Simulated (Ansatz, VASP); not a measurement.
**Nb in VASP and in Ansatz**

File INCAR:

```
SYSTEM = Nb
PREC     = Accurate       ! precision mode
ENCUT    = 520            ! plane-wave cutoff, eV
EDIFF    = 1E-6           ! SCF threshold, eV
ISMEAR   = -1             ! smearing method
SIGMA    = 0.1            ! smearing width, eV
LREAL    = .FALSE.        ! projectors in reciprocal space
LASPH    = .TRUE.         ! aspherical terms in the spheres
NELM     = 60             ! most SCF steps
ALGO     = Normal         ! electronic algorithm
ISIF     = 2              ! what is computed and relaxed
LWAVE    = .FALSE.        ! write WAVECAR
LCHARG   = .FALSE.        ! write CHGCAR
GGA      = PS             ! functional
NBANDS   = 12             ! bands
```

Contents of KPOINTS:

```
Automatic mesh
0
G
  13 13 13
  0 0 0
```

The input POSCAR:

```
Nb
1.0
    2.6498468303      0.0000000000      0.0000000000
    0.0000000000      2.6498468303      0.0000000000
    0.0000000000      0.0000000000      2.6498468303
Nb
1
Direct
    0.0000000000      0.0000000000      0.0000000000
```

Input for Ansatz:

```yaml
crystal:
  lattice:
    - [2.6498468303, 0.0, 0.0]
    - [0.0, 2.6498468303, 0.0]
    - [0.0, 0.0, 2.6498468303]
  atoms:
    - { symbol: Nb, position: [0.0, 0.0, 0.0] }
hamiltonian:
  xc: pbesol
  pseudopotentials:
    kind: paw
    azcp:
      Nb: "pseudopotentials/Nb.paw.azcp"
basis:
  ecutwfc: 420
  fft_grid_basis: typed
kpoints:
  mp_grid: { grid: [13, 13, 13], shift: [0, 0, 0] }
magnetization:
  spin_polarized: false
scf:
  occupations: { method: fermi_dirac, width: 0.1 }
  lower_state_search: "off"
output:
  stress: true
```

Alike in both runs: task single point; functional PBEsol; k mesh 13 × 13 × 13; occupations fermi-dirac, width 0.1 eV; no spin polarisation.

```csv
,VASP,Ansatz
version,VASP 6.6.1,Ansatz 0.2.0
potentials or method,"VASP PAW PBE potentials, release 64 (Nb_sv), cutoff 520 eV","plane waves (420 eV) with PAW, scalar-relativistic"
valence electrons in the cell,13,13
```

```tsv
	VASP	Ansatz	Ansatz less VASP
pressure (GPa)	5.7	5.8	+0.14
```

VASP's potentials were made for PBE, not for PBEsol, and Ansatz warns of the same on its side. The functional is the same, so the differences come from potentials, cutoffs and numerics.
